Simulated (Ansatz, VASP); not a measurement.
**BN in VASP and in Ansatz**

```
B N
1.0
     2.57323    0.00000    0.00000
    -1.28661    2.22848    0.00000
     0.00000    0.00000    8.45829
B N
4 4
Direct
  0.00000 0.00000 0.00039
  0.33333 0.66667 0.24969
  0.00000 0.00000 0.50039
  0.66667 0.33333 0.74969
  0.00000 0.00000 0.18699
  0.33333 0.66667 0.43793
  0.00000 0.00000 0.68699
  0.66667 0.33333 0.93793
```

Alike in both runs: task single point; functional r2SCAN; k mesh 9 × 9 × 4; no spin polarisation.

|  | VASP | Ansatz |
| --- | --- | --- |
| version | VASP 6.6.1 | Ansatz 0.2.0 |
| potentials or method | VASP PAW PBE potentials, release 64 (B, N) | plane waves, PAW |
| plane-wave cutoff (eV) | 520 | 500 |
| occupations | gaussian, width 0.01 eV | fixed |
| valence electrons in the cell | 32 | 32 |

VASP gave:

| Quantity | Value |
| --- | --- |
| gap on the k mesh at the Fermi level (eV) | 6.10 |
| pressure (GPa) | -10.0 |
| rms of the force components (eV/Å) | 0.006 |

Q: Which values does Ansatz return?

A: gap on the k mesh at the Fermi level (eV): 6.12; pressure (GPa): -11.0; rms of the force components (eV/Å): 0.007.

VASP's potentials were made for PBE, not for r2SCAN. Atom by atom the forces differ by 0.001 eV/Å (rms over components).
